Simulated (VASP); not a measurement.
# PtS2 (P-3m1) in VASP: a series of runs

PtS2 is run at these levels: PBEsol; tasks: single point.

Program: VASP 6.6.1. These are calculated values, not measurements. Logs are shortened: lines on timing, memory, paths and dates and some standing lists are left out, and cuts for length are marked.

### Step 1. The cell of the first run

Symmetry: P-3m1, No. 164, trigonal system. Conventional cell: a = 3.455 Å, b = 3.455 Å, c = 4.787 Å, α = 90.00°, β = 90.00°, γ = 120.00°. Pt (site symmetry -3m) has 6 S at 2.33 Å within 3.1 Å. S (site symmetry 3m) has 3 Pt at 2.33 Å within 3.1 Å.

### Step 2. Single point, PBEsol (strain -0.025 along x and y, -0.050 along z)

Input file INCAR:

```
SYSTEM = PtS2
PREC = Accurate
ENCUT = 520
EDIFF = 1E-6
ISMEAR = 0
SIGMA = 0.05
LREAL = .FALSE.
LASPH = .TRUE.
NELM = 80
ALGO = Normal
ISIF = 2
LWAVE = .FALSE.
LCHARG = .FALSE.
GGA = PS
NBANDS = 18
```

Input file KPOINTS:

```
Automatic mesh
0
G
  12 12 8
  0 0 0
```

Input file POSCAR:

```
PtS2
1.0
    3.4546194889      0.0000000000      0.0000000000
   -1.7273097444      2.9917882378      0.0000000000
    0.0000000000      0.0000000000      4.7868600000
Pt S
1 2
Direct
    0.0000000000      0.0000000000      0.0000000000
    0.3333333333      0.6666666667      0.2500000000
    0.6666666667      0.3333333333      0.7500000000
```

Potentials or basis: VASP PAW PBE potentials, release 64 (Pt, S).

On the command line:

```
> cat potpaw_PBE.64/Pt/POTCAR potpaw_PBE.64/S/POTCAR > POTCAR
> mpirun -np 1 vasp_std > vasp.out
```

OUTCAR:

```text
SYSTEM = PtS2
   PREC = Accurate
   ENCUT = 520
   EDIFF = 1E-6
   ISMEAR = 0
   LREAL = .FALSE.
   LASPH = .TRUE.
   NELM = 80
   ISIF = 2
   GGA = PS

 ion  position               nearest neighbor table
   1  0.000  0.000  0.000-   2 2.33   3 2.33   2 2.33   3 2.33   3 2.33   2 2.33
   2  0.333  0.667  0.250-   1 2.33   1 2.33   1 2.33
   3  0.667  0.333  0.750-   1 2.33   1 2.33   1 2.33

  LATTYP: Found a hexagonal cell.
 ALAT       =     3.4546194889
 C/A-ratio  =     1.3856403043

  Lattice vectors:

 A1 = (   3.4546194889,   0.0000000000,   0.0000000000)
 A2 = (  -1.7273097444,   2.9917882378,   0.0000000000)
 A3 = (   0.0000000000,   0.0000000000,   4.7868600000)

Analysis of symmetry for initial positions (statically):
=====================================================================
 Subroutine PRICEL returns:
 Original cell was already a primitive cell.

 Routine SETGRP: Setting up the symmetry group for a
 hexagonal supercell.

 Subroutine GETGRP returns: Found 12 space group operations
 (whereof 12 operations were pure point group operations)
 out of a pool of 24 trial point group operations.

The static configuration has the point symmetry D_3d.

Analysis of symmetry for dynamics (positions and initial velocities):
=====================================================================
 Subroutine PRICEL returns:
 Original cell was already a primitive cell.

 Routine SETGRP: Setting up the symmetry group for a
 hexagonal supercell.

 Subroutine GETGRP returns: Found 12 space group operations
 (whereof 12 operations were pure point group operations)
 out of a pool of 24 trial point group operations.

The dynamic configuration has the point symmetry D_3d.

 Subroutine INISYM returns: Found 12 space group operations
 (whereof 12 operations are pure point group operations),
 and found     1 'primitive' translations

----------------------------------------------------------------------------------------

                                     Primitive cell

  volume of cell :      49.4745

  direct lattice vectors                    reciprocal lattice vectors
     3.454619489  0.000000000  0.000000000     0.289467481  0.167124128  0.000000000
    -1.727309744  2.991788238  0.000000000     0.000000000  0.334248256  0.000000000
     0.000000000  0.000000000  4.786860000     0.000000000  0.000000000  0.208905211

  length of vectors
     3.454619489  3.454619489  4.786860000     0.334248256  0.334248256  0.208905211

  position of ions in fractional coordinates (direct lattice)
     0.000000000  0.000000000  0.000000000
     0.333333333  0.666666667  0.250000000
     0.666666667  0.333333333  0.750000000

  ion indices of the primitive-cell ions
   primitive index   ion index
                 1           1
                 2           2
                 3           3

----------------------------------------------------------------------------------------

 KPOINTS: Automatic mesh

Automatic generation of k-mesh.
 Grid dimensions read from file:
 generate k-points for:   12   12    8

 Generating k-lattice:

  Cartesian coordinates                     Fractional coordinates (reciprocal lattice)
     0.024122290  0.013927011  0.000000000     0.083333333 -0.000000000  0.000000000
     0.000000000  0.027854021  0.000000000     0.000000000  0.083333333  0.000000000
     0.000000000  0.000000000  0.026113151     0.000000000  0.000000000  0.125000000

  Length of vectors
     0.027854021  0.027854021  0.026113151

  Shift w.r.t. Gamma in fractional coordinates (k-lattice)
     0.000000000  0.000000000  0.000000000

 Subroutine IBZKPT returns following result:
 ===========================================

 Found    131 irreducible k-points:

 Following reciprocal coordinates:
            Coordinates               Weight
  0.000000  0.000000  0.000000      1.000000
  0.083333 -0.000000  0.000000      6.000000
  0.166667  0.000000  0.000000      6.000000
  0.250000  0.000000  0.000000      6.000000
  0.333333 -0.000000  0.000000      6.000000
  0.416667 -0.000000  0.000000      6.000000
[... 16 lines left out ...]
  0.166667  0.000000  0.125000      6.000000
  0.000000  0.166667  0.125000      6.000000
 [... further k-points ...]
   k-points           NKPTS =    131   k-points in BZ     NKDIM =    131   number of bands    NBANDS=     18
   number of dos      NEDOS =    301   number of ions     NIONS =      3
   total plane-waves  NPLWV =  28224
   dimension x,y,z NGX =    28 NGY =   28 NGZ =   36
   dimension x,y,z NGXF=    56 NGYF=   56 NGZF=   72
   ions per type =               1   2
   NGX,Y,Z   is equivalent  to a cutoff of  13.47, 13.47, 12.50 a.u.
   NGXF,Y,Z  is equivalent  to a cutoff of  26.95, 26.95, 25.01 a.u.
 SYSTEM =  PtS2
   PREC   = accura    normal or accurate (medium, high low for compatibility)
   ISTART =      0    job   : 0-new  1-cont  2-samecut
   ICHARG =      2    charge: 1-file 2-atom 10-const
   ISPIN  =      1    spin polarized calculation?
   LNONCOLLINEAR =      F non collinear calculations
   LSORBIT =      F    spin-orbit coupling
   LASPH  =      T    aspherical Exc in radial PAW
   ENCUT  =  520.0 eV  38.22 Ry    6.18 a.u.   6.42  6.42  8.90*2*pi/ulx,y,z
   NELM   =     80;   NELMIN=  2; NELMDL= -5     # of ELM steps
   EDIFF  = 0.1E-05   stopping-criterion for ELM
   LREAL  =      F    real-space projection
   EDIFFG = 0.1E-04   stopping-criterion for IOM
   NSW    =      0    number of steps for IOM
   IBRION =     -1    ionic relax: 0-MD 1-quasi-New 2-CG
   NFREE  =      0    steps in history (QN), initial steepest desc. (CG)
   ISIF   =      2    stress and relaxation
   ISYM   =      2    0-nonsym 1-usesym 2-fastsym
   POTIM  = 0.5000    time-step for ionic-motion
   TEBEG  =    0.0;   TEEND  =   0.0 temperature during run
   PSTRESS=    0.0 pullay stress
   NELECT =      22.0000    total number of electrons
   NUPDOWN=      -1.0000    fix difference up-down
   EMIN   =  10.00;   EMAX   =-10.00  energy-range for DOS
   EFERMI =   0.00;   METHOD = LEGACY
   ISMEAR =     0;   SIGMA  =   0.05  broadening in eV -4-tet -1-fermi 0-gaus
   EFERMI_NEDOS =   21; number of points for ismear=-14 and -15
   IALGO  =     38    algorithm
   IMIX   =      4    mixing-type and parameters
     AMIX     =   0.40;   BMIX     =  1.00
     AMIX_MAG =   1.60;   BMIX_MAG =  1.00
  volume/ion in A,a.u.               =      16.49       111.29
  Fermi-wavevector in a.u.,A,eV,Ry     =   1.249554  2.361315 21.243945  1.561386
  Thomas-Fermi vector in A             =   2.383589
   LORBIT       =      0    0 simple, 1 ext, 2 COOP (PROOUT), +10 PAW based schemes
   GGA     = PS    functional components
   LHFCALC =     F    Hartree Fock is set to
   AEXX    =    0.0000 exact exchange contribution
   IVDW    =     0    specifies the selected vdW correction
   LEPSILON=     F    determine dielectric tensor
   LRPA    =     F    only Hartree local field effects (RPA)
 non-spin polarized calculation
 Gauss-broadening in eV      SIGMA  =   0.05
  energy-cutoff  :      520.00
  volume of cell :       49.47
 maximum number of plane-waves:      1351
 NGX is ok and might be reduce to    28
   NGX = 13   NGY = 13   NGZ = 17

 number of electron      22.0000003 magnetization

 Free energy of the ion-electron system (eV)
  ---------------------------------------------------
  ext. energy  EPLUGINS =         0.00000000
  ---------------------------------------------------
  free energy    TOTEN  =       -16.84470377 eV

  energy without entropy =      -16.84470377  energy(sigma->0) =      -16.84470377

 E-fermi :   8.5961     XC(G=0): -11.4029

 val. band max:        8.3936742904   @ k =   0.0000   0.0000   0.0000
 cond. band min:       8.9153630485   @ k =   0.3333   0.3333   0.0000
 fundamental gap:      0.5216887581
 Fermi energy:         8.5960651870

 k-point     1 :       0.0000    0.0000    0.0000
  band No.  band energies     occupation
      1      -7.9528      2.00000
      2      -4.3358      2.00000
      3       0.3137      2.00000
      4       0.8916      2.00000
      5       0.8916      2.00000
      6       3.8925      2.00000
[... 10 lines left out ...]
     17      16.0281      0.00000
     18      21.4642      0.00000

 k-point     2 :       0.0833   -0.0000    0.0000
  band No.  band energies     occupation
      1      -7.8516      2.00000
      2      -4.4031      2.00000
      3       0.4195      2.00000
      4       0.9566      2.00000
      5       0.9773      2.00000
      6       3.7531      2.00000
[... 10 lines left out ...]
     17      16.3417      0.00000
     18      19.7756      0.00000

 k-point     3 :       0.1667    0.0000    0.0000
  band No.  band energies     occupation
      1      -7.5577      2.00000
      2      -4.5798      2.00000
      3       0.7166      2.00000
      4       1.1341      2.00000
      5       1.2182      2.00000
      6       3.2998      2.00000
[... 10 lines left out ...]
     17      17.1151      0.00000
     18      18.0802      0.00000

 k-point     4 :       0.2500    0.0000    0.0000
  band No.  band energies     occupation
      1      -7.1033      2.00000
      2      -4.8103      2.00000
      3       1.0971      2.00000
      4       1.3654      2.00000
      5       1.5792      2.00000
      6       2.5839      2.00000
[... 375 lines left out ...]
      4       0.9503      2.00000
      5       1.0832      2.00000
      6       3.7233      2.00000
[... 10 lines left out ...]
     17      16.5660      0.00000
     18      19.0687      0.00000

 k-point    23 :       0.1667    0.0000    0.1250
  band No.  band energies     occupation
      1      -7.4924      2.00000
      2      -4.7397      2.00000
      3       0.7820      2.00000
      4       1.1615      2.00000
      5       1.3291      2.00000
      6       3.3549      2.00000
[... 10 lines left out ...]
     17      16.6489      0.00000
     18      17.9000      0.00000

 k-point    24 :       0.0000    0.1667    0.1250
  band No.  band energies     occupation
      1      -7.5015      2.00000
      2      -4.7037      2.00000
      3       0.6115      2.00000
      4       1.1121      2.00000
      5       1.5002      2.00000
      6       3.1968      2.00000
[... 10 lines left out ...]
     17      17.5749      0.00000
     18      17.6243      0.00000

 [... further k-points ...]

------------------------ aborting loop because EDIFF is reached ----------------------------------------

  FORCE on cell =-STRESS in cart. coord.  units (eV):
  Direction    XX          YY          ZZ          XY          YZ          ZX
  --------------------------------------------------------------------------------------
  -------------------------------------------------------------------------------------
  Total        4.8428470      4.8428470      2.5570451      0.0000000      0.0000000      0.0000000
  in kB      156.8301427    156.8301427     82.8070231      0.0000000      0.0000000      0.0000000
  external PRESSURE =     132.1557695 kB  Pullay stress =       0.0000000 kB

 VOLUME and BASIS-vectors are now :
 -----------------------------------------------------------------------------
  energy-cutoff  :      520.00
  volume of cell :       49.47
      direct lattice vectors                 reciprocal lattice vectors
     3.454619489  0.000000000  0.000000000     0.289467481  0.167124128  0.000000000
    -1.727309744  2.991788238  0.000000000     0.000000000  0.334248256  0.000000000
     0.000000000  0.000000000  4.786860000     0.000000000  0.000000000  0.208905211

 POSITION                                       TOTAL-FORCE (eV/Angst)
 -----------------------------------------------------------------------------------
      0.00000      0.00000      0.00000         0.000000      0.000000      0.000000
     -0.00000      1.99453      1.19671         0.000000     -0.000000      0.872217
      1.72731      0.99726      3.59014        -0.000000      0.000000     -0.872217
 -----------------------------------------------------------------------------------
    total drift:                               -0.000000     -0.000000     -0.000000

  FREE ENERGIE OF THE ION-ELECTRON SYSTEM (eV)
  ---------------------------------------------------
  free  energy   TOTEN  =       -16.8447037696 eV

  energy  without entropy=      -16.8447037696  energy(sigma->0) =      -16.84470377
```

It took 37 s on 1 thread of Intel Xeon 6975P-C (Granite Rapids), shared host; peak memory 0.25 GiB.

What came out:

- Free energy: -16.8447 eV
- Pressure: 13.2 GPa
- Largest force: 0.872 eV/Å
- Band gap on the k mesh: 0.52 eV, indirect (least direct gap 0.78 eV)

Forces in eV/Å, atoms in the order of the input:
```
Pt   0.000  0.000  0.000
S    0.000  0.000  0.872
S    0.000  0.000 -0.872
```

Caveat: the cell differs from its parent crystal (strain -0.025 along x and y, -0.050 along z); the PAW data sets were made with another functional, which shifts forces and pressure a little; spin-orbit coupling is left out, which moves the levels of the heavy elements.

(Part 1 of 2 ends here.)
